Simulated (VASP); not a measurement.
# MgO (P6_3/mmc) in VASP: notebook

The runs below take MgO through single point, relaxation of cell and atoms, with PBEsol.

All numbers are computed with VASP 6.6.1; they aren't measurements. Logs are shortened: lines on timing, memory, paths and dates and some standing lists are left out, and cuts for length are marked.

## (1) The cell of the first run

It takes space group P6_3/mmc (No. 194, hexagonal). Conventional cell: a = 3.495 Å, b = 3.495 Å, c = 4.195 Å, α = 90.00°, β = 90.00°, γ = 120.00°. Mg (site symmetry -6m2) has 5 O at 2.02 to 2.10 Å within 2.7 Å. Within 2.7 Å of O (site symmetry -6m2) lie 5 Mg at 2.02 to 2.10 Å.

## (2) Single point, PBEsol

INCAR

```
PREC = Accurate ; ENCUT = 520
EDIFF = 1E-6 ; ISMEAR = 0
SIGMA = 0.02 ; LREAL = F
LASPH = T ; NELM = 60
ALGO = Normal ; ISIF = 2
LWAVE = F ; LCHARG = T
GGA = PS ; LELF = T
LVHAR = T ; NBANDS = 16
```

KPOINTS

```
Automatic mesh
0
Gamma
  9 9 6
```

POSCAR

```
MgO
1.0
    3.4947663863      0.0000000000      0.0000000000
   -1.7473831932      3.0265564708      0.0000000000
    0.0000000000      0.0000000000      4.1947132299
Mg O
2 2
Direct
    0.6666666667      0.3333333333      0.7500000000
    0.3333333333      0.6666666667      0.2500000000
    0.6666666667      0.3333333333      0.2500000000
    0.3333333333      0.6666666667      0.7500000000
```

Potentials or basis: VASP PAW PBE potentials, release 64 (Mg, O).

The run is started by

```sh
$ cat potpaw_PBE.64/Mg/POTCAR potpaw_PBE.64/O/POTCAR > POTCAR
$ mpirun -np 1 vasp_std > vasp.out
```

OUTCAR:

```text
PREC = Accurate
   ENCUT = 520
   EDIFF = 1E-6
   ISMEAR = 0
   LREAL = F
   LASPH = T
   NELM = 60
   ISIF = 2
   GGA = PS

 ion  position               nearest neighbor table
   1  0.667  0.333  0.750-   4 2.02   4 2.02   4 2.02   3 2.10   3 2.10   2 2.91   2 2.91   2 2.91
                             2 2.91   2 2.91   2 2.91
   2  0.333  0.667  0.250-   3 2.02   3 2.02   3 2.02   4 2.10   4 2.10   1 2.91   1 2.91   1 2.91
                             1 2.91   1 2.91   1 2.91
   3  0.667  0.333  0.250-   2 2.02   2 2.02   2 2.02   1 2.10   1 2.10
   4  0.333  0.667  0.750-   1 2.02   1 2.02   1 2.02   2 2.10   2 2.10

  LATTYP: Found a hexagonal cell.
 ALAT       =     3.4947663863
 C/A-ratio  =     1.2002843012

  Lattice vectors:

 A1 = (   3.4947663863,   0.0000000000,   0.0000000000)
 A2 = (  -1.7473831932,   3.0265564708,   0.0000000000)
 A3 = (   0.0000000000,   0.0000000000,   4.1947132299)

Analysis of symmetry for initial positions (statically):
=====================================================================
 Subroutine PRICEL returns:
 Original cell was already a primitive cell.

 Routine SETGRP: Setting up the symmetry group for a
 hexagonal supercell.

 Subroutine GETGRP returns: Found 24 space group operations
 (whereof 12 operations were pure point group operations)
 out of a pool of 24 trial point group operations.

The static configuration has the point symmetry D_3d.
 The point group associated with its full space group is D_6h.

Analysis of symmetry for dynamics (positions and initial velocities):
=====================================================================
 Subroutine PRICEL returns:
 Original cell was already a primitive cell.

 Routine SETGRP: Setting up the symmetry group for a
 hexagonal supercell.

 Subroutine GETGRP returns: Found 24 space group operations
 (whereof 12 operations were pure point group operations)
 out of a pool of 24 trial point group operations.

The dynamic configuration has the point symmetry D_3d.
 The point group associated with its full space group is D_6h.

 Subroutine INISYM returns: Found 24 space group operations
 (whereof 12 operations are pure point group operations),
 and found     1 'primitive' translations

----------------------------------------------------------------------------------------

                                     Primitive cell

[... 90 lines left out ...]
   LSORBIT =      F    spin-orbit coupling
   LASPH  =      T    aspherical Exc in radial PAW
   ENCUT  =  520.0 eV  38.22 Ry    6.18 a.u.   6.50  6.50  7.80*2*pi/ulx,y,z
   NELM   =     60;   NELMIN=  2; NELMDL= -5     # of ELM steps
   EDIFF  = 0.1E-05   stopping-criterion for ELM
   LREAL  =      F    real-space projection
   EDIFFG = 0.1E-04   stopping-criterion for IOM
   NSW    =      0    number of steps for IOM
   IBRION =     -1    ionic relax: 0-MD 1-quasi-New 2-CG
   NFREE  =      0    steps in history (QN), initial steepest desc. (CG)
   ISIF   =      2    stress and relaxation
   ISYM   =      2    0-nonsym 1-usesym 2-fastsym
   POTIM  = 0.5000    time-step for ionic-motion
   TEBEG  =    0.0;   TEEND  =   0.0 temperature during run
   PSTRESS=    0.0 pullay stress
   NELECT =      16.0000    total number of electrons
   NUPDOWN=      -1.0000    fix difference up-down
   EMIN   =  10.00;   EMAX   =-10.00  energy-range for DOS
   EFERMI =   0.00;   METHOD = LEGACY
   ISMEAR =     0;   SIGMA  =   0.02  broadening in eV -4-tet -1-fermi 0-gaus
   EFERMI_NEDOS =   21; number of points for ismear=-14 and -15
   IALGO  =     38    algorithm
   IMIX   =      4    mixing-type and parameters
     AMIX     =   0.40;   BMIX     =  1.00
     AMIX_MAG =   1.60;   BMIX_MAG =  1.00
  volume/ion in A,a.u.               =      11.09        74.85
  Fermi-wavevector in a.u.,A,eV,Ry     =   1.165266  2.202034 18.474602  1.357845
  Thomas-Fermi vector in A             =   2.301794
   LORBIT       =      0    0 simple, 1 ext, 2 COOP (PROOUT), +10 PAW based schemes
   GGA     = PS    functional components
   LHFCALC =     F    Hartree Fock is set to
   AEXX    =    0.0000 exact exchange contribution
   IVDW    =     0    specifies the selected vdW correction
   LEPSILON=     F    determine dielectric tensor
   LRPA    =     F    only Hartree local field effects (RPA)
 non-spin polarized calculation
 Gauss-broadening in eV      SIGMA  =   0.02
  energy-cutoff  :      520.00
  volume of cell :       44.37
 maximum number of plane-waves:      1228
 NGX is ok and might be reduce to    28
   NGX = 13   NGY = 13   NGZ = 15

 number of electron      15.9999996 magnetization

 Free energy of the ion-electron system (eV)
  ---------------------------------------------------
  ext. energy  EPLUGINS =         0.00000000
  ---------------------------------------------------
  free energy    TOTEN  =       -24.75902067 eV

  energy without entropy =      -24.75902067  energy(sigma->0) =      -24.75902067

 E-fermi :   2.0183     XC(G=0): -10.2740

 val. band max:        1.8276642451   @ k =   0.0000   0.0000   0.0000
 cond. band min:       5.0958501445   @ k =   0.0000   0.0000   0.0000
 fundamental gap:      3.2681858994
 Fermi energy:         2.0182632901

 k-point     1 :       0.0000    0.0000    0.0000
  band No.  band energies     occupation
      1     -15.0054      2.00000
      2     -13.5991      2.00000
      3      -1.8399      2.00000
      4       0.0894      2.00000
      5       0.0894      2.00000
      6       1.0227      2.00000
[... 433 lines left out ...]
      3      -1.6962      2.00000
      4      -0.9994      2.00000
      5      -0.9994      2.00000
      6       0.6409      2.00000
[... 8 lines left out ...]
     15      15.7051      0.00000
     16      18.1745      0.00000

 [... further k-points ...]
[... 5 lines left out ...]
  --------------------------------------------------------------------------------------
  -------------------------------------------------------------------------------------
  Total       -0.1121195     -0.1121195     -0.1341813      0.0000000      0.0000000      0.0000000
  in kB       -4.0487636     -4.0487636     -4.8454399      0.0000000      0.0000000      0.0000000
  external PRESSURE =      -4.3143224 kB  Pullay stress =       0.0000000 kB

 VOLUME and BASIS-vectors are now :
 -----------------------------------------------------------------------------
  energy-cutoff  :      520.00
  volume of cell :       44.37
      direct lattice vectors                 reciprocal lattice vectors
     3.494766386  0.000000000  0.000000000     0.286142159  0.165204253  0.000000000
    -1.747383193  3.026556471  0.000000000     0.000000000  0.330408505  0.000000000
     0.000000000  0.000000000  4.194713230     0.000000000  0.000000000  0.238395319

 POSITION                                       TOTAL-FORCE (eV/Angst)
 -----------------------------------------------------------------------------------
      1.74738      1.00885      3.14603        -0.000000      0.000000      0.000000
     -0.00000      2.01770      1.04868        -0.000000     -0.000000      0.000000
      1.74738      1.00885      1.04868         0.000000     -0.000000      0.000000
     -0.00000      2.01770      3.14603        -0.000000      0.000000      0.000000
 -----------------------------------------------------------------------------------
    total drift:                               -0.000000      0.000000     -0.000000

  FREE ENERGIE OF THE ION-ELECTRON SYSTEM (eV)
  ---------------------------------------------------
  free  energy   TOTEN  =       -24.7590206675 eV

  energy  without entropy=      -24.7590206675  energy(sigma->0) =      -24.75902067
```

OSZICAR:

```text
N       E                     dE             d eps       ncg     rms          rms(c)
DAV:   1     0.573574765960E+02    0.57357E+02   -0.75310E+03  1544   0.890E+02
DAV:   2    -0.247856509339E+02   -0.82143E+02   -0.75262E+02  2112   0.191E+02
DAV:   3    -0.283583445468E+02   -0.35727E+01   -0.35625E+01  1784   0.413E+01
DAV:   4    -0.283726850881E+02   -0.14341E-01   -0.14340E-01  1864   0.305E+00
DAV:   5    -0.283727562835E+02   -0.71195E-04   -0.71195E-04  1744   0.207E-01    0.104E+01
DAV:   6    -0.248713400604E+02    0.35014E+01   -0.90175E+00  1616   0.232E+01    0.351E+00
DAV:   7    -0.247979935889E+02    0.73346E-01   -0.14416E-01  1560   0.308E+00    0.207E+00
DAV:   8    -0.247612056365E+02    0.36788E-01   -0.93061E-02  1728   0.318E+00    0.508E-01
DAV:   9    -0.247585473919E+02    0.26582E-02   -0.67625E-03  1776   0.724E-01    0.109E-01
DAV:  10    -0.247590157339E+02   -0.46834E-03   -0.36365E-04  1560   0.150E-01    0.200E-02
DAV:  11    -0.247590225654E+02   -0.68316E-05   -0.13678E-05  1824   0.266E-02    0.165E-02
DAV:  12    -0.247590210523E+02    0.15131E-05   -0.32303E-06  1568   0.149E-02    0.528E-03
DAV:  13    -0.247590206675E+02    0.38476E-06   -0.98604E-07   848   0.809E-03
   1 F= -.24759021E+02 E0= -.24759021E+02  d E =-.837912E-44
```

stdout:

```text
POSCAR found type information on POSCAR MgO
 POSCAR found :  2 types and       4 ions
 scaLAPACK will be used
 -----------------------------------------------------------------------------
|                                                                             |
|                                                                             |
|     You enforced a specific xc type in the INCAR file but a different       |
|     I HOPE YOU KNOW WHAT YOU ARE DOING!                                     |
|                                                                             |
 -----------------------------------------------------------------------------

 LDA part: xc-table for (Slater+PW92), standard interpolation
 POSCAR, INCAR and KPOINTS ok, starting setup
 FFT: planning ... GRIDC
 FFT: planning ... GRID_SOFT
 FFT: planning ... GRID
 WAVECAR not read
 entering main loop
```

It took 13 s on 1 thread of Intel Xeon 6975P-C (Granite Rapids), shared host; peak memory 0.17 GiB.

What came out:

```
Free energy            : -24.7590 eV
Pressure               : -0.4 GPa
Band gap on the k mesh : 3.27 eV, direct
```

Stress tensor (GPa, compression positive):
```
-0.40  0.00  0.00
 0.00 -0.40  0.00
 0.00  0.00 -0.48
```

Levels at points of the mesh, in eV from the valence-band top:
```csv
k point,band 6,band 7,band 8,band 9,band 10,band 11
"(0.00, 0.00, 0.00)",-0.81,-0.81,0.00,3.27,9.31,12.02
"(0.00, 0.00, 0.50)",-1.29,-1.29,-1.29,6.30,6.30,12.72
```

Caveat: the PAW data sets were made with another functional, which shifts forces and pressure a little.

## (3) Single point, PBEsol

INCAR

```
SYSTEM = MgO
  PREC = Accurate
  ENCUT = 520
  EDIFF = 1E-7
  ISMEAR = 0
  SIGMA = 0.05
  LREAL = .False.
  LASPH = .True.
  NELM = 100
  ALGO = Normal
  ISIF = 2
  LWAVE = .False.
  LCHARG = .False.
  GGA = PS
  NBANDS = 16
```

KPOINTS

```
regular mesh
0
Gamma
  9 9 6
  0 0 0
```

POSCAR is that of step 2.

Potentials or basis: VASP PAW PBE potentials, release 64 (Mg, O).

The run is started by

```sh
$ cat potpaw_PBE.64/Mg/POTCAR potpaw_PBE.64/O/POTCAR > POTCAR
$ mpirun -np 1 vasp_std > vasp.out
```

Run time: 13 s. Hardware: 1 thread of Intel Xeon 6975P-C (Granite Rapids), shared host; peak memory 0.18 GiB.

It converged, with:

| Property | Result |
| --- | --- |
| Free energy | -24.7590 eV |
| Pressure | -0.4 GPa |
| Band gap on the k mesh | 3.27 eV, direct |

Stress tensor (GPa, compression positive):
```
-0.41  0.00  0.00
 0.00 -0.41  0.00
 0.00  0.00 -0.49
```

Levels at points of the mesh, in eV from the valence-band top:
```tsv
k point	band 6	band 7	band 8	band 9	band 10	band 11
(0.00, 0.00, 0.00)	-0.81	-0.81	0.00	3.27	9.31	12.02
(0.00, 0.00, 0.50)	-1.29	-1.29	-1.29	6.30	6.30	12.72
```

Caveat: the PAW data sets were made with another functional, which shifts forces and pressure a little.

## (4) Relaxation of cell and atoms, PBEsol

This run uses another cell than the first one, of 10.99 Å³/atom, 0.991 times its volume.

INCAR

```
PREC = Accurate ; ENCUT = 600
EDIFF = 1E-6 ; ISMEAR = 0
SIGMA = 0.02 ; LREAL = F
LASPH = T ; NELM = 60
ALGO = Normal ; ISIF = 3
LWAVE = F ; LCHARG = F
GGA = PS ; IBRION = 2
NSW = 100 ; EDIFFG = -0.005
```

KPOINTS

```
Automatic mesh
0
Gamma
  9 9 6
```

POSCAR

```
MgO
1.0
    3.4863778627      0.0000000000      0.0000000000
   -1.7431889314      3.0192917963      0.0000000000
    0.0000000000      0.0000000000      4.1780412200
Mg O
2 2
Direct
    0.6666666700      0.3333333300      0.7500000000
    0.3333333300      0.6666666700      0.2500000000
    0.6666666700      0.3333333300      0.2500000000
    0.3333333300      0.6666666700      0.7500000000
```

The run is started by

```sh
$ cat potpaw_PBE.64/Mg/POTCAR potpaw_PBE.64/O/POTCAR > POTCAR
$ mpirun -np 1 vasp_std > vasp.out
```

Wall time 19 s (1 thread of Intel Xeon 6975P-C (Granite Rapids), shared host); peak memory 0.19 GiB.

Results (log left out):

* Free energy: -24.7644 eV
* Relaxed volume: 11.04 Å³/atom
* Relaxed cell: a = 3.491 Å, b = 3.491 Å, c = 4.187 Å, α = 90.00°, β = 90.00°, γ = 120.00°
* Space group after relaxing (to 0.05 Å): P6_3/mmc (No. 194)
* Energy gained by relaxing: 0.1 meV/atom
* Ionic steps: 3
* Pressure after relaxing: 0.0 GPa
* Band gap on the k mesh: 3.29 eV, direct

The path:
```
step  energy change (eV)  largest force (eV/Å)  pressure (GPa)  volume (Å³)
   1              0.0000                0.0000            0.52        43.98
   2             -0.0004                0.0000           -0.11        44.21
   3             -0.0004                0.0000           -0.02        44.18
```

Final structure:
```
Mg O
1.0
     3.49063    0.00000    0.00000
    -1.74532    3.02298    0.00000
     0.00000    0.00000    4.18665
Mg O
2 2
Direct
  0.66667 0.33333 0.75000
  0.33333 0.66667 0.25000
  0.66667 0.33333 0.25000
  0.33333 0.66667 0.75000
```

Levels at points of the mesh, in eV from the valence-band top:
```csv
k point,band 6,band 7,band 8,band 9,band 10,band 11
"(0.00, 0.00, 0.00)",-0.81,-0.81,0.00,3.29,9.35,12.06
"(0.00, 0.00, 0.50)",-1.30,-1.30,-1.30,6.33,6.33,12.75
```

Caveat: the PAW data sets were made with another functional, which shifts forces and pressure a little.

## (5) The runs side by side

| task | cell | cutoff (eV) | smearing | gap on the mesh (eV) | pressure (GPa) |
| --- | --- | --- | --- | --- | --- |
| single point | a = 3.495, b = 3.495, c = 4.195 Å, angles 90.0, 90.0, 120.0°, 4 atoms | 520 | gaussian 0.02 eV | 3.27 | -0.4 |
| single point | a = 3.495, b = 3.495, c = 4.195 Å, angles 90.0, 90.0, 120.0°, 4 atoms | 520 | gaussian 0.05 eV | 3.27 | -0.4 |
| relaxation of cell and atoms | relaxed from a = 3.486, b = 3.486, c = 4.178 Å, angles 90.0, 90.0, 120.0°, 4 atoms | 600 | gaussian 0.02 eV | 3.29 | 0.0 |

Alike in all rows: level PBEsol; potentials or basis VASP PAW PBE potentials, release 64 (Mg, O); no spin polarisation; k mesh 9 × 9 × 6.

Caveats: the PAW data sets were made with another functional, which shifts forces and pressure a little.

Total energies depend on the potentials used, so only differences within one code and one set of settings carry meaning.
